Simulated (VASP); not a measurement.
Here is a VASP 6.6.1 calculation.

Contents of INCAR:

```
PREC     = Accurate       # precision mode
ENCUT    = 520            # plane-wave cutoff, eV
EDIFF    = 1E-7           # SCF threshold, eV
ISMEAR   = 0              # smearing method
SIGMA    = 0.1            # smearing width, eV
LREAL    = F              # projectors in reciprocal space
LASPH    = T              # aspherical terms in the spheres
NELM     = 100            # most SCF steps
ALGO     = Normal         # electronic algorithm
ISIF     = 2              # what is computed and relaxed
LWAVE    = F              # write WAVECAR
LCHARG   = T              # write CHGCAR
LDIPOL   = T            
IDIPOL   = 3            
DIPOL    = 0.5 0.5 0.267
GGA      = PE             # functional
LELF     = T              # ELF
LVHAR    = T            
LVACPOTAV= T            
NBANDS   = 16             # bands
```

File KPOINTS:

```
Automatic mesh
0
Gamma
  12 12 1
```

File POSCAR:

```
Rb
1.0
    4.7327881175      0.0000000000      0.0000000000
    0.0000000000      4.7327881175      0.0000000000
    0.0000000000      0.0000000000     31.7912291673
Rb
2
Direct
    0.0000000000      0.5000000000      0.2066828578
    0.5000000000      0.0000000000      0.3280558247
```

Potentials or basis: VASP PAW PBE potentials, release 64 (Rb_sv).

Run with:

```console
$ cat potpaw_PBE.64/Rb_sv/POTCAR > POTCAR
$ mpirun -np 1 vasp_std > vasp.out
```

(1) Predict the band gap on the k mesh.

(2) Estimate the work function of the lower face.

(3) What does it give for the work function of the upper face?

Results:

(1) zero (band 9 reaches -0.66 eV, above the bottom of band 10 at -2.36 eV).

(2) 2.28 eV.

(3) 2.28 eV.
